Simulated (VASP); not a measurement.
# ScTiSe3 (Cmmm) in VASP: a series of runs

The runs below take ScTiSe3 through single point, relaxation of cell and atoms, with PBE.

Program: VASP 6.6.1. These are calculated values, not measurements. Logs are shortened: lines on timing, memory, paths and dates and some standing lists are left out, and cuts for length are marked.

## 1. The cell of the first run

The structure is orthorhombic, space group Cmmm (No. 65). The conventional cell has a = 7.331 Å, b = 8.546 Å, c = 4.722 Å, α = 90.00°, β = 90.00°, γ = 90.00°. Sc (site symmetry mmm) has 4 Se at 2.69 Å within 3.5 Å. Ti (site symmetry mmm) has 2 Se at 2.36 Å within 3.1 Å. Se (site symmetry m2m) has 2 Se at 2.58 to 2.98 Å and 2 Sc at 2.69 Å within 3.4 Å. Within 3.1 Å of Se (site symmetry mmm) lie 2 Ti at 2.36 Å and 2 Se at 2.98 Å.

The cell was built from a structure type or drawn by symmetry, and may not be a known phase.

## 2. Single point, PBE, collinear spin

INCAR

```
SYSTEM = ScTiSe3
ALGO = Normal
EDIFF = 1E-7
ENCUT = 520
GGA = PE
ISIF = 2
ISMEAR = 0
ISPIN = 2
LASPH = .True.
LCHARG = .False.
LMAXMIX = 4
LORBIT = 11
LREAL = .False.
LWAVE = .False.
MAGMOM = 0 1 0 0 0
NBANDS = 32
NELM = 150
PREC = Accurate
SIGMA = 0.15
```

KPOINTS

```
k-points
0
Gamma
  3 3 3
  0 0 0
```

POSCAR

```
ScTiSe3
1.0
    3.6654837734     -4.2728122920      0.0000000000
    3.6654837734      4.2728122920      0.0000000000
    0.0000000000      0.0000000000      4.7218021987
Sc Ti Se
1 1 3
Direct
    0.0000000000      0.0000000000      0.0000000000
    0.5000000000      0.5000000000      0.0000000000
    0.1507546499      0.8492453501      0.5000000000
    0.8492453501      0.1507546499      0.5000000000
    0.5000000000      0.5000000000      0.5000000000
```

Potentials or basis: VASP PAW PBE potentials, release 64 (Sc_sv, Ti_sv, Se).

Command:

```console
cat potpaw_PBE.64/Sc_sv/POTCAR potpaw_PBE.64/Ti_sv/POTCAR potpaw_PBE.64/Se/POTCAR > POTCAR
mpirun -np 1 vasp_std > vasp.out
```

OUTCAR:

```text
SYSTEM = ScTiSe3
   EDIFF = 1E-7
   ENCUT = 520
   GGA = PE
   ISIF = 2
   ISMEAR = 0
   ISPIN = 2
   LASPH = .True.
   LORBIT = 11
   LREAL = .False.
   NELM = 150
   PREC = Accurate

 ion  position               nearest neighbor table
   1  0.000  0.000  0.000-   3 2.69   4 2.69   3 2.69   4 2.69
   2  0.500  0.500  0.000-   5 2.36   5 2.36
   3  0.151  0.849  0.500-   4 2.58   1 2.69   1 2.69
   4  0.849  0.151  0.500-   3 2.58   1 2.69   1 2.69
   5  0.500  0.500  0.500-   2 2.36   2 2.36

  LATTYP: Found a base centered orthorhombic cell.
 ALAT       =     7.3309675468
 B/A-ratio  =     1.1656885028
 C/A-ratio  =     0.6440899061

  Lattice vectors:

 A1 = (   3.6654837734,  -4.2728122920,   0.0000000000)
 A2 = (   3.6654837734,   4.2728122920,   0.0000000000)
 A3 = (   0.0000000000,   0.0000000000,   4.7218021987)

Analysis of symmetry for initial positions (statically):
=====================================================================
 Subroutine PRICEL returns:
 Original cell was already a primitive cell.

 Routine SETGRP: Setting up the symmetry group for a
 base centered orthorhombic supercell.

 Subroutine GETGRP returns: Found  8 space group operations
 (whereof  8 operations were pure point group operations)
 out of a pool of  8 trial point group operations.

The static configuration has the point symmetry D_2h.

Analysis of symmetry for dynamics (positions and initial velocities):
=====================================================================
 Subroutine PRICEL returns:
 Original cell was already a primitive cell.

 Routine SETGRP: Setting up the symmetry group for a
 base centered orthorhombic supercell.

 Subroutine GETGRP returns: Found  8 space group operations
 (whereof  8 operations were pure point group operations)
 out of a pool of  8 trial point group operations.

The dynamic configuration has the point symmetry D_2h.

Analysis of structural, dynamic, and magnetic symmetry:
=====================================================================
 Subroutine PRICEL returns:
 Original cell was already a primitive cell.

 Routine SETGRP: Setting up the symmetry group for a
 base centered orthorhombic supercell.

 Subroutine GETGRP returns: Found  8 space group operations
 (whereof  8 operations were pure point group operations)
 out of a pool of  8 trial point group operations.

The overall configuration has the point symmetry D_2h.

 Subroutine INISYM returns: Found  8 space group operations
 (whereof  8 operations are pure point group operations),
 and found     1 'primitive' translations

----------------------------------------------------------------------------------------

                                     Primitive cell

  volume of cell :     147.9050

  direct lattice vectors                    reciprocal lattice vectors
     3.665483773 -4.272812292  0.000000000     0.136407642 -0.117018948  0.000000000
     3.665483773  4.272812292  0.000000000     0.136407642  0.117018948  0.000000000
     0.000000000  0.000000000  4.721802199     0.000000000  0.000000000  0.211783543

  length of vectors
     5.629626646  5.629626646  4.721802199     0.179723341  0.179723341  0.211783543

  position of ions in fractional coordinates (direct lattice)
     0.000000000  0.000000000  0.000000000
     0.500000000  0.500000000  0.000000000
     0.150754650  0.849245350  0.500000000
     0.849245350  0.150754650  0.500000000
     0.500000000  0.500000000  0.500000000

  ion indices of the primitive-cell ions
   primitive index   ion index
                 1           1
                 2           2
                 3           3
                 4           4
                 5           5

----------------------------------------------------------------------------------------

 KPOINTS: k-points

Automatic generation of k-mesh.
 Grid dimensions read from file:
 generate k-points for:    3    3    3

 Generating k-lattice:

  Cartesian coordinates                     Fractional coordinates (reciprocal lattice)
     0.045469214 -0.039006316  0.000000000     0.333333333  0.000000000  0.000000000
     0.045469214  0.039006316  0.000000000     0.000000000  0.333333333  0.000000000
     0.000000000  0.000000000  0.070594514     0.000000000  0.000000000  0.333333333

  Length of vectors
     0.059907780  0.059907780  0.070594514

  Shift w.r.t. Gamma in fractional coordinates (k-lattice)
     0.000000000  0.000000000  0.000000000

 Subroutine IBZKPT returns following result:
 ===========================================

 Found      8 irreducible k-points:

 Following reciprocal coordinates:
            Coordinates               Weight
  0.000000  0.000000  0.000000      1.000000
  0.333333  0.000000  0.000000      4.000000
  0.333333  0.333333  0.000000      2.000000
 -0.333333  0.333333  0.000000      2.000000
  0.000000  0.000000  0.333333      2.000000
  0.333333  0.000000  0.333333      8.000000
  0.333333  0.333333  0.333333      4.000000
 -0.333333  0.333333  0.333333      4.000000
   k-points           NKPTS =      8   k-points in BZ     NKDIM =      8   number of bands    NBANDS=     32
   number of dos      NEDOS =    301   number of ions     NIONS =      5
   total plane-waves  NPLWV =  63504
   dimension x,y,z NGX =    42 NGY =   42 NGZ =   36
   dimension x,y,z NGXF=    84 NGYF=   84 NGZF=   72
   ions per type =               1   1   3
   NGX,Y,Z   is equivalent  to a cutoff of  12.40, 12.40, 12.67 a.u.
   NGXF,Y,Z  is equivalent  to a cutoff of  24.81, 24.81, 25.35 a.u.
 SYSTEM =  ScTiSe3
   PREC   = accura    normal or accurate (medium, high low for compatibility)
   ISTART =      0    job   : 0-new  1-cont  2-samecut
   ICHARG =      2    charge: 1-file 2-atom 10-const
   ISPIN  =      2    spin polarized calculation?
   LNONCOLLINEAR =      F non collinear calculations
   LSORBIT =      F    spin-orbit coupling
   LASPH  =      T    aspherical Exc in radial PAW
   ENCUT  =  520.0 eV  38.22 Ry    6.18 a.u.  10.47 10.47  8.78*2*pi/ulx,y,z
   NELM   =    150;   NELMIN=  2; NELMDL= -5     # of ELM steps
   EDIFF  = 0.1E-06   stopping-criterion for ELM
   LREAL  =      F    real-space projection
   EDIFFG = 0.1E-05   stopping-criterion for IOM
   NSW    =      0    number of steps for IOM
   IBRION =     -1    ionic relax: 0-MD 1-quasi-New 2-CG
   NFREE  =      0    steps in history (QN), initial steepest desc. (CG)
   ISIF   =      2    stress and relaxation
   ISYM   =      2    0-nonsym 1-usesym 2-fastsym
   POTIM  = 0.5000    time-step for ionic-motion
   TEBEG  =    0.0;   TEEND  =   0.0 temperature during run
   PSTRESS=    0.0 pullay stress
   NELECT =      41.0000    total number of electrons
   NUPDOWN=      -1.0000    fix difference up-down
   EMIN   =  10.00;   EMAX   =-10.00  energy-range for DOS
   EFERMI =   0.00;   METHOD = LEGACY
   ISMEAR =     0;   SIGMA  =   0.15  broadening in eV -4-tet -1-fermi 0-gaus
   EFERMI_NEDOS =   21; number of points for ismear=-14 and -15
   IALGO  =     38    algorithm
   IMIX   =      4    mixing-type and parameters
     AMIX     =   0.40;   BMIX     =  1.00
     AMIX_MAG =   1.60;   BMIX_MAG =  1.00
  volume/ion in A,a.u.               =      29.58       199.62
  Fermi-wavevector in a.u.,A,eV,Ry     =   1.067436  2.017161 15.502743  1.139419
  Thomas-Fermi vector in A             =   2.203052
   LORBIT       =     11    0 simple, 1 ext, 2 COOP (PROOUT), +10 PAW based schemes
   GGA     = PE    functional components
   LHFCALC =     F    Hartree Fock is set to
   AEXX    =    0.0000 exact exchange contribution
   IVDW    =     0    specifies the selected vdW correction
   LEPSILON=     F    determine dielectric tensor
   LRPA    =     F    only Hartree local field effects (RPA)
 spin polarized calculation
 Gauss-broadening in eV      SIGMA  =   0.15
  energy-cutoff  :      520.00
  volume of cell :      147.91
 maximum number of plane-waves:      4015
 NGX is ok and might be reduce to    42
   NGX = 21   NGY = 21   NGZ = 17

 number of electron      40.9999998 magnetization       2.6267034

 Free energy of the ion-electron system (eV)
  ---------------------------------------------------
  ext. energy  EPLUGINS =         0.00000000
  ---------------------------------------------------
  free energy    TOTEN  =       -25.26775124 eV

  energy without entropy =      -25.22099149  energy(sigma->0) =      -25.24437136

 E-fermi :   2.9298     XC(G=0):  -8.5666

 val. band max:        2.8952622577   @ k =   0.0000   0.0000   0.3333
 cond. band min:       2.9739102750   @ k =   0.3333   0.0000   0.3333
 fundamental gap:      0.0786480172
 Fermi energy:         2.9298311078

 spin component 1

 k-point     1 :       0.0000    0.0000    0.0000
  band No.  band energies     occupation
      1     -54.8127      1.00000
      2     -47.8050      1.00000
      3     -31.1927      1.00000
      4     -31.1492      1.00000
      5     -31.0528      1.00000
      6     -26.4969      1.00000
[... 24 lines left out ...]
     31       6.6709      0.00000
     32       6.7463      0.00000

 k-point     2 :       0.3333    0.0000    0.0000
  band No.  band energies     occupation
      1     -54.8127      1.00000
      2     -47.8050      1.00000
      3     -31.1927      1.00000
      4     -31.1492      1.00000
      5     -31.0528      1.00000
      6     -26.4971      1.00000
[... 24 lines left out ...]
     31       6.0961      0.00000
     32       6.6144      0.00000
[... 173 lines left out ...]
     31       6.2378      0.00000
     32       7.0479      0.00000

 k-point     8 :      -0.3333    0.3333    0.3333
  band No.  band energies     occupation
      1     -54.8129      1.00000
      2     -47.8048      1.00000
      3     -31.1923      1.00000
      4     -31.1489      1.00000
      5     -31.0561      1.00000
      6     -26.4966      1.00000
[... 24 lines left out ...]
     31       5.6453      0.00000
     32       6.8001      0.00000
 Fermi energy:         2.9298311078

 spin component 2

 k-point     1 :       0.0000    0.0000    0.0000
  band No.  band energies     occupation
      1     -53.3968      1.00000
      2     -47.5330      1.00000
      3     -29.7331      1.00000
      4     -29.7060      1.00000
      5     -29.6934      1.00000
      6     -26.2495      1.00000
[... 24 lines left out ...]
     31       6.8594      0.00000
     32       7.5976      0.00000

 k-point     2 :       0.3333    0.0000    0.0000
  band No.  band energies     occupation
      1     -53.3968      1.00000
      2     -47.5330      1.00000
      3     -29.7331      1.00000
      4     -29.7060      1.00000
      5     -29.6933      1.00000
      6     -26.2496      1.00000
[... 24 lines left out ...]
     31       6.5203      0.00000
     32       6.7705      0.00000
[... 173 lines left out ...]
     31       6.8385      0.00000
     32       7.5905      0.00000

 k-point     8 :      -0.3333    0.3333    0.3333
  band No.  band energies     occupation
      1     -53.3970      1.00000
      2     -47.5327      1.00000
      3     -29.7377      1.00000
      4     -29.7056      1.00000
      5     -29.6930      1.00000
      6     -26.2484      1.00000
[... 24 lines left out ...]
     31       6.0568      0.00000
     32       7.4512      0.00000

------------------------ aborting loop because EDIFF is reached ----------------------------------------

  FORCE on cell =-STRESS in cart. coord.  units (eV):
  Direction    XX          YY          ZZ          XY          YZ          ZX
  --------------------------------------------------------------------------------------
  -------------------------------------------------------------------------------------
  Total        0.2420752      0.1443992      0.3162241      0.0000000      0.0000000      0.0000000
  in kB        2.6222738      1.5642003      3.4254891      0.0000000      0.0000000      0.0000000
  external PRESSURE =       2.5373211 kB  Pullay stress =       0.0000000 kB

 VOLUME and BASIS-vectors are now :
 -----------------------------------------------------------------------------
  energy-cutoff  :      520.00
  volume of cell :      147.91
      direct lattice vectors                 reciprocal lattice vectors
     3.665483773 -4.272812292  0.000000000     0.136407642 -0.117018948  0.000000000
     3.665483773  4.272812292  0.000000000     0.136407642  0.117018948  0.000000000
     0.000000000  0.000000000  4.721802199     0.000000000  0.000000000  0.211783543

 POSITION                                       TOTAL-FORCE (eV/Angst)
 -----------------------------------------------------------------------------------
      0.00000      0.00000      0.00000         0.000000      0.000000      0.000000
      3.66548      0.00000      0.00000        -0.000000      0.000000      0.000000
      3.66548      2.98452      2.36090        -0.000000      0.009290     -0.000000
      3.66548     -2.98452      2.36090        -0.000000     -0.009290      0.000000
      3.66548      0.00000      2.36090         0.000000     -0.000000      0.000000
 -----------------------------------------------------------------------------------
    total drift:                                0.000000     -0.000000     -0.000000

  FREE ENERGIE OF THE ION-ELECTRON SYSTEM (eV)
  ---------------------------------------------------
  free  energy   TOTEN  =       -25.2677512402 eV

  energy  without entropy=      -25.2209914857  energy(sigma->0) =      -25.24437136

 total charge

# of ion       s       p       d       tot
------------------------------------------
    1        2.170   6.094   1.025   9.290
    2        2.168   6.062   1.988  10.218
    3        1.488   2.266   0.034   3.788
    4        1.488   2.266   0.034   3.788
    5        1.466   2.415   0.033   3.914
--------------------------------------------------
tot          8.780  19.103   3.113  30.997

 magnetization (x)

# of ion       s       p       d       tot
------------------------------------------
    1        0.022   0.014   0.297   0.332
    2        0.053   0.016   1.431   1.500
    3        0.004  -0.011   0.003  -0.003
    4        0.004  -0.011   0.003  -0.003
    5       -0.006  -0.085   0.016  -0.075
--------------------------------------------------
tot          0.076  -0.076   1.750   1.751
```

It took 2.1 min on 1 thread of Intel Xeon 6975P-C (Granite Rapids), shared host; peak memory 0.32 GiB.

What came out:

* Free energy: -25.2678 eV
* Pressure: 0.3 GPa
* Largest force: 0.009 eV/Å
* Net moment: 2.63 μB per cell
* Site moments: Sc +0.33; Ti +1.50; Se -0.00, -0.07 (each value once) μB
* Valence electrons inside the program's atomic spheres: Sc 9.29; Ti 10.22; Se 3.79, 3.91 (each value once)

Forces in eV/Å, atoms in the order of the input:
```
Sc   0.000  0.000  0.000
Ti   0.000  0.000  0.000
Se   0.000  0.009  0.000
Se   0.000 -0.009  0.000
Se   0.000  0.000  0.000
```

Levels at points of the mesh, in eV from the Fermi level:
Spin up:
```tsv
k point	band 18	band 19	band 20	band 21	band 22	band 23	band 24	band 25	band 26	band 27
(0.00, 0.00, 0.00)	-2.22	-1.70	-1.40	-0.35	-0.29	-0.11	0.49	0.93	1.03	1.43
```
Spin down:
```tsv
k point	band 16	band 17	band 18	band 19	band 20	band 21	band 22	band 23
(0.00, 0.00, 0.00)	-3.06	-2.40	-2.11	-1.43	-0.57	0.64	0.91	1.03
```

Caveat: the k points lie up to 0.44 Å⁻¹ apart.

## 3. Relaxation of cell and atoms, PBE, collinear spin

This run uses another cell than the first one, of 22.40 Å³/atom.

INCAR

```
SYSTEM = ScTiSe3
PREC     = Accurate       ! precision mode
ENCUT    = 600            ! plane-wave cutoff, eV
EDIFF    = 1E-7           ! SCF threshold, eV
ISMEAR   = 0              ! smearing method
SIGMA    = 0.15           ! smearing width, eV
LREAL    = .False.        ! projectors in reciprocal space
LASPH    = .True.         ! aspherical terms in the spheres
NELM     = 150            ! most SCF steps
ALGO     = Normal         ! electronic algorithm
ISIF     = 3              ! what is computed and relaxed
LWAVE    = .False.        ! write WAVECAR
LCHARG   = .False.        ! write CHGCAR
ISPIN    = 2              ! spin polarisation
MAGMOM   = 0 1 0 0 0      ! initial moments
LORBIT   = 11             ! projections on sites
LMAXMIX  = 4              ! l up to which the mixer works
GGA      = PE             ! functional
IBRION   = 2              ! ionic algorithm
NSW      = 36             ! ionic steps
EDIFFG   = -0.08          ! ionic threshold
```

KPOINTS

```
regular mesh
0
Gamma
  3 3 3
  0 0 0
```

POSCAR

```
ScTiSe3
1.0
    3.1000248200     -3.4739705500      0.0000000000
    3.1000248200      3.4739705500      0.0000000000
    0.0000000000      0.0000000000      5.2002277700
Sc Ti Se
1 1 3
Direct
    0.0000000000      0.0000000000      0.0000000000
    0.5000000000      0.5000000000      0.0000000000
    0.1889086600      0.8110913400      0.5000000000
    0.8110913400      0.1889086600      0.5000000000
    0.5000000000      0.5000000000      0.5000000000
```

Potentials or basis: VASP PAW PBE potentials, release 64 (Sc_sv, Ti_sv, Se).

Command:

```console
cat potpaw_PBE.64/Sc_sv/POTCAR potpaw_PBE.64/Ti_sv/POTCAR potpaw_PBE.64/Se/POTCAR > POTCAR
mpirun -np 1 vasp_std > vasp.out
```

Wall time 15 min (1 thread of Intel Xeon 6975P-C (Granite Rapids), shared host); peak memory 0.34 GiB.

It converged, with:

| Property | Result |
| --- | --- |
| Free energy | -25.0096 eV |
| Relaxed volume | 29.18 Å³/atom |
| Relaxed cell | a = 5.623 Å, b = 5.623 Å, c = 4.713 Å, α = 90.00°, β = 90.00°, γ = 101.77° |
| Space group after relaxing (to 0.1 Å) | Cmmm (No. 65) |
| Energy gained by relaxing | 655.7 meV/atom |
| Ionic steps | 15 |
| Pressure after relaxing | -0.1 GPa |
| Largest force after relaxing | 0.025 eV/Å |
| Net moment | 0.00 μB per cell |
| Valence electrons inside the program's atomic spheres | Sc 9.30; Ti 10.17; Se 3.79, 3.91 (each value once) |

Forces in eV/Å, atoms in the order of the input:
```
Sc   0.000  0.000  0.000
Ti   0.000  0.000  0.000
Se   0.000 -0.025  0.000
Se   0.000  0.025  0.000
Se   0.000  0.000  0.000
```

Stress tensor (GPa, compression positive):
```
-0.14  0.00  0.00
 0.00 -0.38  0.00
 0.00  0.00  0.29
```

The path:
```csv
step,energy change (eV),largest force (eV/Å),pressure (GPa),volume (Å³)
1,0.0000,4.8814,11.16,112.01
2,-3.0313,0.4304,-2.20,136.72
3,-3.0551,0.4590,-2.17,137.94
4,-3.0926,0.5009,-2.03,140.38
5,-3.1351,0.4475,-1.46,145.21
6,-3.1472,0.2928,3.13,140.29
7,-3.2062,0.1022,0.77,142.60
8,-3.2571,0.0463,0.39,144.30
9,-3.2675,0.2235,0.25,145.26
10,-3.2676,0.2511,0.23,145.39
11,-3.2725,0.0861,-0.28,146.51
12,-3.2727,0.0497,-0.39,146.77
13,-3.2758,0.0290,-0.22,146.49
14,-3.2767,0.0145,-0.08,146.25
15,-3.2787,0.0254,-0.08,145.89
```

Final structure:
```
CELL_PARAMETERS angstrom
3.54733 -4.36271 0.00000
3.54733 4.36271 0.00000
0.00000 0.00000 4.71346
ATOMIC_POSITIONS crystal
Sc 0.00000 0.00000 0.00000
Ti 0.50000 0.50000 0.00000
Se 0.14546 0.85454 0.50000
Se 0.85454 0.14546 0.50000
Se 0.50000 0.50000 0.50000
```

Levels at points of the mesh, in eV from the Fermi level:
Spin up:
| k point | band 18 | band 19 | band 20 | band 21 | band 22 | band 23 |
| --- | --- | --- | --- | --- | --- | --- |
| (0.00, 0.00, 0.00) | -2.25 | -1.26 | -1.15 | -0.01 | 0.01 | 0.06 |
Spin down:
| k point | band 16 | band 17 | band 18 | band 19 | band 20 | band 21 | band 22 | band 23 | band 24 | band 25 |
| --- | --- | --- | --- | --- | --- | --- | --- | --- | --- | --- |
| (0.00, 0.00, 0.00) | -3.09 | -2.47 | -2.25 | -1.26 | -1.15 | -0.01 | 0.01 | 0.06 | 0.43 | 1.24 |

Caveat: the k points lie up to 0.44 Å⁻¹ apart in the final cell; the volume moved by over 15 % at a fixed basis, so the end points are rough.
